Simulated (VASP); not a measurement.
# Dy2H (P2/m) in VASP: single point with PBE

Aim: the single point of Dy2H with PBE.

All numbers are computed with VASP 6.6.1; they aren't measurements. Logs are shortened: lines on timing, memory, paths and dates and some standing lists are left out, and cuts for length are marked.

## 1. The cell of the first run

The typed cell holds 3 atoms: a = 3.297 Å, b = 3.324 Å, c = 5.993 Å, α = 90.00°, β = 90.05°, γ = 90.00°.

The cell was built from a structure type or drawn by symmetry, and may not be a known phase.

## 2. Single point, PBE

The input, INCAR:

```
SYSTEM = Dy2H
PREC = Accurate
ENCUT = 500
EDIFF = 1E-6
ISMEAR = 0
SIGMA = 0.2
LREAL = .FALSE.
LASPH = .TRUE.
NELM = 200
ALGO = Normal
ISIF = 2
LWAVE = .FALSE.
LCHARG = .TRUE.
GGA = PE
LELF = .TRUE.
LVHAR = .TRUE.
NBANDS = 16
GGA_COMPAT = .FALSE.
LMAXMIX = 6
```

The input, KPOINTS:

```
Automatic mesh
0
G
  5 6 4
  0 0 0
```

The input, POSCAR:

```
Dy2H
1.0
    3.2872517420      0.0000000000      0.2586424135
    0.0000000000      3.3235539243      0.0000000000
   -0.4753574296      0.0000000000      5.9741442936
Dy H
2 1
Direct
    0.0000000000      0.0000000000      0.0000000000
    0.5000000000      0.0000000000      0.5000000000
    0.5000000000      0.5000000000      0.0000000000
```

Potentials or basis: VASP PAW PBE potentials, release 64 (Dy_3, H), 4f in core.

Launch:

```bash
> cat potpaw_PBE.64/Dy_3/POTCAR potpaw_PBE.64/H/POTCAR > POTCAR
> mpirun -np 1 vasp_std > vasp.out
```

OUTCAR:

```text
SYSTEM = Dy2H
   PREC = Accurate
   ENCUT = 500
   EDIFF = 1E-6
   ISMEAR = 0
   LREAL = .FALSE.
   LASPH = .TRUE.
   NELM = 200
   ISIF = 2
   GGA = PE

 ion  position               nearest neighbor table
   1  0.000  0.000  0.000-   3 2.34   3 2.34   3 2.34   3 2.34   2 3.42   2 3.42   2 3.42   2 3.42

   2  0.500  0.000  0.500-   1 3.42   1 3.42   1 3.42   1 3.42
   3  0.500  0.500  0.000-   1 2.34   1 2.34   1 2.34   1 2.34

  LATTYP: Found a simple monoclinic cell.
 ALAT       =     3.2974110926
 B/A-ratio  =     1.0079282901
 C/A-ratio  =     1.8174944443
 COS(beta)  =    -0.0008831549

  Lattice vectors:

 A1 = (   3.2872517420,   0.0000000000,   0.2586424135)
 A2 = (   0.0000000000,   3.3235539243,   0.0000000000)
 A3 = (  -0.4753574296,   0.0000000000,   5.9741442936)

Analysis of symmetry for initial positions (statically):
=====================================================================
 Subroutine PRICEL returns:
 Original cell was already a primitive cell.

 Routine SETGRP: Setting up the symmetry group for a
 simple monoclinic supercell.

 Subroutine GETGRP returns: Found  4 space group operations
 (whereof  4 operations were pure point group operations)
 out of a pool of  4 trial point group operations.

The static configuration has the point symmetry C_2h.

Analysis of symmetry for dynamics (positions and initial velocities):
=====================================================================
 Subroutine PRICEL returns:
 Original cell was already a primitive cell.

 Routine SETGRP: Setting up the symmetry group for a
 simple monoclinic supercell.

 Subroutine GETGRP returns: Found  4 space group operations
 (whereof  4 operations were pure point group operations)
 out of a pool of  4 trial point group operations.

The dynamic configuration has the point symmetry C_2h.

 Subroutine INISYM returns: Found  4 space group operations
 (whereof  4 operations are pure point group operations),
 and found     1 'primitive' translations

----------------------------------------------------------------------------------------

                                     Primitive cell

  volume of cell :      65.6783

  direct lattice vectors                    reciprocal lattice vectors
     3.287251742  0.000000000  0.258642414     0.302312842  0.000000000  0.024054768
     0.000000000  3.323553924  0.000000000     0.000000000  0.300882737  0.000000000
    -0.475357430  0.000000000  5.974144294    -0.013088221  0.000000000  0.166346571

  length of vectors
     3.297411093  3.323553924  5.993026341     0.303268340  0.300882737  0.166860670

  position of ions in fractional coordinates (direct lattice)
     0.000000000  0.000000000  0.000000000
     0.500000000  0.000000000  0.500000000
     0.500000000  0.500000000  0.000000000

  ion indices of the primitive-cell ions
   primitive index   ion index
                 1           1
                 2           2
                 3           3

----------------------------------------------------------------------------------------

 KPOINTS: Automatic mesh

Automatic generation of k-mesh.
 Grid dimensions read from file:
 generate k-points for:    5    6    4

 Generating k-lattice:

  Cartesian coordinates                     Fractional coordinates (reciprocal lattice)
     0.060462568  0.000000000  0.004810954     0.200000000  0.000000000 -0.000000000
     0.000000000  0.050147123  0.000000000     0.000000000  0.166666667  0.000000000
    -0.003272055  0.000000000  0.041586643     0.000000000  0.000000000  0.250000000

  Length of vectors
     0.060653668  0.050147123  0.041715167

  Shift w.r.t. Gamma in fractional coordinates (k-lattice)
     0.000000000  0.000000000  0.000000000

 Subroutine IBZKPT returns following result:
 ===========================================

 Found     44 irreducible k-points:

 Following reciprocal coordinates:
            Coordinates               Weight
  0.000000  0.000000  0.000000      1.000000
  0.200000  0.000000 -0.000000      2.000000
  0.400000  0.000000 -0.000000      2.000000
  0.000000  0.166667  0.000000      2.000000
  0.200000  0.166667 -0.000000      4.000000
  0.400000  0.166667 -0.000000      4.000000
[... 16 lines left out ...]
  0.000000  0.333333  0.250000      4.000000
  0.200000  0.333333  0.250000      4.000000
 [... further k-points ...]
   k-points           NKPTS =     44   k-points in BZ     NKDIM =     44   number of bands    NBANDS=     16
   number of dos      NEDOS =    301   number of ions     NIONS =      3
   total plane-waves  NPLWV =  27648
   dimension x,y,z NGX =    24 NGY =   24 NGZ =   48
   dimension x,y,z NGXF=    48 NGYF=   48 NGZF=   96
   ions per type =               2   1
   NGX,Y,Z   is equivalent  to a cutoff of  12.10, 12.00, 13.32 a.u.
   NGXF,Y,Z  is equivalent  to a cutoff of  24.20, 24.01, 26.63 a.u.
 SYSTEM =  Dy2H
   PREC   = accura    normal or accurate (medium, high low for compatibility)
   ISTART =      0    job   : 0-new  1-cont  2-samecut
   ICHARG =      2    charge: 1-file 2-atom 10-const
   ISPIN  =      1    spin polarized calculation?
   LNONCOLLINEAR =      F non collinear calculations
   LSORBIT =      F    spin-orbit coupling
   LASPH  =      T    aspherical Exc in radial PAW
   ENCUT  =  500.0 eV  36.75 Ry    6.06 a.u.   6.01  6.06 10.93*2*pi/ulx,y,z
   NELM   =    200;   NELMIN=  2; NELMDL= -5     # of ELM steps
   EDIFF  = 0.1E-05   stopping-criterion for ELM
   LREAL  =      F    real-space projection
   EDIFFG = 0.1E-04   stopping-criterion for IOM
   NSW    =      0    number of steps for IOM
   IBRION =     -1    ionic relax: 0-MD 1-quasi-New 2-CG
   NFREE  =      0    steps in history (QN), initial steepest desc. (CG)
   ISIF   =      2    stress and relaxation
   ISYM   =      2    0-nonsym 1-usesym 2-fastsym
   POTIM  = 0.5000    time-step for ionic-motion
   TEBEG  =    0.0;   TEEND  =   0.0 temperature during run
   PSTRESS=    0.0 pullay stress
   NELECT =      19.0000    total number of electrons
   NUPDOWN=      -1.0000    fix difference up-down
   EMIN   =  10.00;   EMAX   =-10.00  energy-range for DOS
   EFERMI =   0.00;   METHOD = LEGACY
   ISMEAR =     0;   SIGMA  =   0.20  broadening in eV -4-tet -1-fermi 0-gaus
   EFERMI_NEDOS =   21; number of points for ismear=-14 and -15
   IALGO  =     38    algorithm
   IMIX   =      4    mixing-type and parameters
     AMIX     =   0.40;   BMIX     =  1.00
     AMIX_MAG =   1.60;   BMIX_MAG =  1.00
  volume/ion in A,a.u.               =      21.89       147.74
  Fermi-wavevector in a.u.,A,eV,Ry     =   1.082726  2.046056 15.950063  1.172297
  Thomas-Fermi vector in A             =   2.218775
   LORBIT       =      0    0 simple, 1 ext, 2 COOP (PROOUT), +10 PAW based schemes
   GGA     = PE    functional components
   LHFCALC =     F    Hartree Fock is set to
   AEXX    =    0.0000 exact exchange contribution
   IVDW    =     0    specifies the selected vdW correction
   LEPSILON=     F    determine dielectric tensor
   LRPA    =     F    only Hartree local field effects (RPA)
 non-spin polarized calculation
 Gauss-broadening in eV      SIGMA  =   0.20
  energy-cutoff  :      500.00
  volume of cell :       65.68
 maximum number of plane-waves:      1696
   NGX = 13   NGY = 13   NGZ = 21

 number of electron      18.9999998 magnetization

 Free energy of the ion-electron system (eV)
  ---------------------------------------------------
  ext. energy  EPLUGINS =         0.00000000
  ---------------------------------------------------
  free energy    TOTEN  =       -12.20447790 eV

  energy without entropy =      -12.12998603  energy(sigma->0) =      -12.16723196

 E-fermi :   3.0671     XC(G=0):  -9.8705

 val. band max:        3.0363424858   @ k =   0.4000   0.5000  -0.0000
 cond. band min:       3.0716491315   @ k =   0.2000   0.3333  -0.0000
 fundamental gap:      0.0353066458
 Fermi energy:         3.0670819694

 k-point     1 :       0.0000    0.0000    0.0000
  band No.  band energies     occupation
      1     -20.6327      2.00000
      2     -20.1346      2.00000
      3     -20.0458      2.00000
      4     -19.8558      2.00000
      5     -19.8188      2.00000
      6     -19.7723      2.00000
[... 8 lines left out ...]
     15       8.6143      0.00000
     16       9.1185      0.00000

 k-point     2 :       0.2000    0.0000   -0.0000
  band No.  band energies     occupation
      1     -20.5446      2.00000
      2     -20.2868      2.00000
      3     -20.1112      2.00000
      4     -20.0546      2.00000
      5     -19.8562      2.00000
      6     -19.8339      2.00000
[... 8 lines left out ...]
     15       7.3414      0.00000
     16       7.6870      0.00000

 k-point     3 :       0.4000    0.0000   -0.0000
  band No.  band energies     occupation
      1     -20.6520      2.00000
      2     -20.4835      2.00000
      3     -20.3596      2.00000
      4     -20.0731      2.00000
      5     -19.9586      2.00000
      6     -19.7983      2.00000
[... 8 lines left out ...]
     15       6.3824      0.00000
     16       7.1879      0.00000

 k-point     4 :       0.0000    0.1667    0.0000
  band No.  band energies     occupation
      1     -20.6101      2.00000
      2     -20.3035      2.00000
      3     -20.0369      2.00000
      4     -20.0312      2.00000
      5     -19.8043      2.00000
      6     -19.7569      2.00000
[... 8 lines left out ...]
     15       7.5088      0.00000
     16       8.3176      0.00000
[... 324 lines left out ...]
 k-point    22 :      -0.2000    0.1667    0.2500
  band No.  band energies     occupation
      1     -20.4830      2.00000
      2     -20.2799      2.00000
      3     -20.2612      2.00000
      4     -20.0506      2.00000
      5     -20.0065      2.00000
      6     -19.8761      2.00000
[... 8 lines left out ...]
     15       6.2287      0.00000
     16       6.6387      0.00000

 k-point    23 :       0.0000    0.3333    0.2500
  band No.  band energies     occupation
      1     -20.6199      2.00000
      2     -20.4782      2.00000
      3     -20.3861      2.00000
      4     -19.9920      2.00000
      5     -19.8742      2.00000
      6     -19.7362      2.00000
[... 8 lines left out ...]
     15       6.3447      0.00000
     16       6.6556      0.00000

 k-point    24 :       0.2000    0.3333    0.2500
  band No.  band energies     occupation
      1     -20.5881      2.00000
      2     -20.4402      2.00000
      3     -20.3478      2.00000
      4     -20.2328      2.00000
      5     -20.0004      2.00000
      6     -19.8454      2.00000
[... 8 lines left out ...]
     15       6.3280      0.00000
     16       6.5001      0.00000

 [... further k-points ...]
[... 5 lines left out ...]
  --------------------------------------------------------------------------------------
  -------------------------------------------------------------------------------------
  Total        0.1460403      0.1483185      0.1365333      0.0000000      0.0000000      0.0144629
  in kB        3.5625537      3.6181300      3.3306374      0.0000000      0.0000000      0.3528124
  external PRESSURE =       3.5037737 kB  Pullay stress =       0.0000000 kB

 VOLUME and BASIS-vectors are now :
 -----------------------------------------------------------------------------
  energy-cutoff  :      500.00
  volume of cell :       65.68
      direct lattice vectors                 reciprocal lattice vectors
     3.287251742  0.000000000  0.258642414     0.302312842  0.000000000  0.024054768
     0.000000000  3.323553924  0.000000000     0.000000000  0.300882737  0.000000000
    -0.475357430  0.000000000  5.974144294    -0.013088221  0.000000000  0.166346571

 POSITION                                       TOTAL-FORCE (eV/Angst)
 -----------------------------------------------------------------------------------
      0.00000      0.00000      0.00000         0.000000      0.000000      0.000000
      1.40595      0.00000      3.11639        -0.000000      0.000000      0.000000
      1.64363      1.66178      0.12932         0.000000      0.000000      0.000000
 -----------------------------------------------------------------------------------
    total drift:                                0.000000     -0.000000     -0.000000

  FREE ENERGIE OF THE ION-ELECTRON SYSTEM (eV)
  ---------------------------------------------------
  free  energy   TOTEN  =       -12.2044778951 eV

  energy  without entropy=      -12.1299860285  energy(sigma->0) =      -12.16723196
```

It took 32 s on 1 thread of AMD EPYC 7R13 (Zen 3), shared host; peak memory 0.16 GiB.

What came out:

- Free energy: -12.2045 eV
- Pressure: 0.4 GPa
- Band gap on the k mesh: zero (an odd number of electrons rules out a gap without spin polarisation)

Levels at points of the mesh, in eV from the Fermi level:
| k point | band 8 | band 9 | band 10 | band 11 | band 12 | band 13 |
| --- | --- | --- | --- | --- | --- | --- |
| (0.00, 0.00, 0.00) | -3.35 | -0.73 | -0.14 | 0.69 | 1.28 | 2.47 |
| (0.00, 0.50, 0.00) | -2.43 | -1.84 | -0.83 | 1.82 | 2.14 | 2.56 |
| (0.00, 0.00, 0.50) | -3.54 | -0.19 | -0.15 | 0.15 | 0.57 | 3.91 |
| (0.00, 0.50, 0.50) | -1.16 | -1.09 | -0.86 | 0.82 | 1.62 | 1.73 |

Caveat: the k points lie up to 0.38 Å⁻¹ apart, too coarse for converged energies and pressures of a metal; spin-orbit coupling is left out, which moves the levels of the heavy elements; the 4f electrons are frozen in the core, so they carry no moment and show no levels. Spin polarisation is off, so any magnetic state and its effect on volume and gap are missing.
